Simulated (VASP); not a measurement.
SiF, 2 atoms in the cell. It takes space group Pm-3m (No. 221, cubic). Conventional cell: a = 3.029 Å, b = 3.029 Å, c = 3.029 Å, α = 90.00°, β = 90.00°, γ = 90.00°. Si (site symmetry m-3m) has 8 F at 2.62 Å and 6 Si at 3.03 Å within 3.5 Å. Within 3.5 Å of F (site symmetry m-3m) lie 8 Si at 2.62 Å and 6 F at 3.03 Å. 

```yaml
Program: VASP 6.6.1
Task: relaxation of cell and atoms
Functional: PBEsol
Dispersion: D3(BJ)
Potentials_or_basis: VASP PAW PBE potentials, release 64 (Si, F)
Cutoff: 600 eV
k_mesh: 9 × 9 × 9
Occupations: fermi-dirac, width 0.05 eV
Spin: no spin polarisation
Dipole_correction: no
Further_INCAR_settings: ALGO = Normal; EDIFF = 1e-07; IBRION = 2; EDIFFG = -0.01; NSW = 60; ISIF = 3
```

Potentials or basis: VASP PAW PBE potentials, release 64 (Si, F).

Run with:

```bash
$ cat potpaw_PBE.64/Si/POTCAR potpaw_PBE.64/F/POTCAR > POTCAR
$ mpirun -np 1 vasp_std > vasp.out
```

Hardware: 1 thread of Intel(R) Xeon(R) 6975P-C (Granite Rapids), with other jobs on the host.

Task: How long does it take, and how much memory?

Result: Run time: 12 s on 1 thread of Intel(R) Xeon(R) 6975P-C (Granite Rapids), on a shared host, peak memory 0.15 GiB. Counts: scf iterations 45, k points 35, ion steps 5.
